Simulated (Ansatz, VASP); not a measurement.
## One calculation of Ge, two programs

File POSCAR:

```
Ge
1.0
    1.4880529250     -2.5946896100      0.0000000000
    1.4880529250      2.5946896100      0.0000000000
    0.0000000000      0.0000000000      4.7275957900
Ge
2
Direct
    0.3334466300      0.6665533700      0.2500000000
    0.6665533700      0.3334466300      0.7500000000
```

The input INCAR.step1:

```
SYSTEM = Ge
PREC = Accurate
ENCUT = 600
ISMEAR = -1
SIGMA = 0.05
LREAL = .False.
LASPH = .True.
NELM = 100
GGA = PE
ALGO = Normal
EDIFF = 1E-4
LWAVE = .True.
LCHARG = .False.
```

Contents of INCAR.step2:

```
SYSTEM = Ge
PREC = Accurate
ENCUT = 600
EDIFF = 1E-6
ISMEAR = -1
SIGMA = 0.05
LREAL = .False.
LASPH = .True.
NELM = 100
ALGO = Normal
ISIF = 3
LWAVE = .False.
LCHARG = .False.
METAGGA = R2SCAN
LMIXTAU = .True.
IBRION = 2
NSW = 60
EDIFFG = -0.01
ISTART = 1
```

Contents of KPOINTS:

```
Automatic mesh
0
Gamma
  10 10 6
  0 0 0
```

File input.yaml:

```yaml
crystal:
  lattice:
    - [1.488052925, -2.59468961, 0.0]
    - [1.488052925, 2.59468961, 0.0]
    - [0.0, 0.0, 4.72759579]
  atoms:
    - { symbol: Ge, position: [0.33344663, 0.66655337, 0.25] }
    - { symbol: Ge, position: [0.66655337, 0.33344663, 0.75] }
hamiltonian:
  xc: r2scan
  pseudopotentials: { kind: paw }
kpoints:
  mp_grid: { grid: [10, 10, 6] }
scf:
  occupations: { method: fermi_dirac, width: 0.05 }
output:
  forces: true
  stress: true
  eigenvalues: true
relax:
  f_tol: 0.01
  max_steps: 40
  cell: { stress_tol: 0.05 }
```

Alike in both runs: task relaxation of cell and atoms; functional r2SCAN; k mesh 10 × 10 × 6; occupations fermi-dirac, width 0.05 eV; no spin polarisation.

```csv
,VASP,Ansatz
version,VASP 6.6.1,Ansatz 0.2.0
potentials or method,"VASP PAW PBE potentials, release 64 (Ge_d)",Ansatz PAW
plane-wave cutoff (eV),600,500
valence electrons in the cell,28,28
```

|  | VASP | Ansatz | Ansatz less VASP |
| --- | --- | --- | --- |
| gap on the k mesh at the Fermi level, each at its own relaxed structure (eV) | none | none | - |
| relaxed volume (Å³/atom) | 18.67 | 18.65 | -0.016 |
| relaxed length of the cell vector where the two differ most in proportion (Å) | 4.853 | 5.229 | +0.3757 |

VASP's potentials were made for PBE, not for r2SCAN. A gap of «none» marks a metal or a gap that the smearing closes.

Noted on Ansatz's run: the plane-wave basis is chosen anew once the cell has moved, so the energies of steps on either side of that aren't comparable.
